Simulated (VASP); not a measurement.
Input of a VASP 6.6.1 run:

The input INCAR:

```
SYSTEM = MoS2
  ALGO = Normal
  EDIFF = 1E-6
  EDIFFG = -0.003
  ENCUT = 520
  GGA = PE
  IBRION = 2
  ISIF = 2
  ISMEAR = 0
  LASPH = .True.
  LCHARG = .False.
  LREAL = .False.
  LUSENCCL = .False.
  LWAVE = .False.
  NELM = 60
  NSW = 80
  PREC = Accurate
  SIGMA = 0.01
```

Contents of KPOINTS:

```
k-points
0
Gamma
  9 9 3
  0 0 0
```

Contents of POSCAR:

```
MoS2
1.0
    3.1610000000      0.0000000000      0.0000000000
   -1.5805000000      2.7375063014      0.0000000000
    0.0000000000      0.0000000000     12.2950000000
Mo S
2 4
Direct
    0.3333333333      0.6666666667      0.2500000000
    0.6666666667      0.3333333333      0.7500000000
    0.3333333333      0.6666666667      0.6275000000
    0.6666666667      0.3333333333      0.1275000000
    0.3333333333      0.6666666667      0.8725000000
    0.6666666667      0.3333333333      0.3725000000
```

Potentials or basis: VASP PAW PBE potentials, release 64 (Mo_sv, S).

Command:

```bash
$ cat potpaw_PBE.64/Mo_sv/POTCAR potpaw_PBE.64/S/POTCAR > POTCAR
$ mpirun -np 1 vasp_std > vasp.out
```

**Question.** What does it give for the energy gained by relaxing?

**Answer.** 22.3 meV/atom.

**Question.** Predict the band gap on the k mesh.

**Answer.** 0.97 eV, indirect (least direct gap 1.68 eV).

The path:
```csv
step,energy change (eV),largest force (eV/Å),pressure (GPa)
1,0.0000,1.1981,8.71
2,-0.1339,0.0097,2.76
3,-0.1340,0.0001,2.81
```

Caveat: this functional lacks dispersion, which binds the layers, so the pressure and a relaxed spacing across them are unreliable.

**What was measured.**

“Multiwavelength excitation Raman Scattering Analysis of bulk and 2 dimensional MoS2: Vibrational properties of atomically thin MoS2 layers”, 2015, arxiv:1506.03228 reports, for a bulk crystal of MoS2 at 300 K: band gap 1.3 eV (indirect).

A measured gap of MoS2 is 1.3 eV (indirect; 300 K; “Multiwavelength excitation Raman Scattering Analysis of bulk and 2 dimensional MoS2: Vibrational properties of atomically thin MoS2 layers”, 2015, arxiv:1506.03228); the calculated 0.97 eV misses it by -0.33 eV. Spin-orbit coupling on Mo is left out. The value is that of PBE on a finite k mesh, which can miss the band edges, without temperature or zero-point motion. Semilocal functionals fall short of measured gaps as a rule.
